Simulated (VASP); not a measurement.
Write the native input for VASP 6.6.1 that does the following.

```
Task                   : single point
Functional             : PBE
Potentials or basis    : VASP PAW PBE potentials, release 64 (Ag, I)
Cutoff                 : 500 eV
k mesh                 : 6 × 6 × 6
Occupations            : gaussian, width 0.01 eV
Spin                   : no spin polarisation
Dipole correction      : no
Further INCAR settings : ALGO = Normal; EDIFF = 1e-06; NBANDS = 16
```

The structure of AgI lies in POSCAR:

```
AgI
1.0
   -2.3883862339      2.3883862339      3.3819864042
    2.3883862339     -2.3883862339      3.3819864042
    2.3883862339      2.3883862339     -3.3819864042
Ag I
1 1
Direct
    0.2500000000      0.7500000000      0.5000000000
    0.0000000000      0.0000000000      0.0000000000
```

This cell differs from its parent crystal: volume changed by +6%.

The input as run:

INCAR

```
SYSTEM = AgI
PREC = Accurate ; ENCUT = 500
EDIFF = 1E-6 ; ISMEAR = 0
SIGMA = 0.01 ; LREAL = .FALSE.
LASPH = .TRUE. ; NELM = 120
ALGO = Normal ; ISIF = 2
LWAVE = .FALSE. ; LCHARG = .FALSE.
GGA = PE ; NBANDS = 16
GGA_COMPAT = .FALSE.
```

KPOINTS

```
Automatic mesh
0
G
  6 6 6
  0 0 0
```

Potentials or basis: VASP PAW PBE potentials, release 64 (Ag, I).

Run with:

```bash
$ cat potpaw_PBE.64/Ag/POTCAR potpaw_PBE.64/I/POTCAR > POTCAR
$ mpirun -np 1 vasp_std > vasp.out
```

Results of the run:

The pressure is -1.3 GPa and the band gap on the k mesh is 1.35 eV, direct.

Caveat: spin-orbit coupling is left out, which moves the levels of the heavy elements.

Run time: 14 s on 1 thread of Intel(R) Xeon(R) 6975P-C (Granite Rapids), on a shared host, peak memory 0.22 GiB.
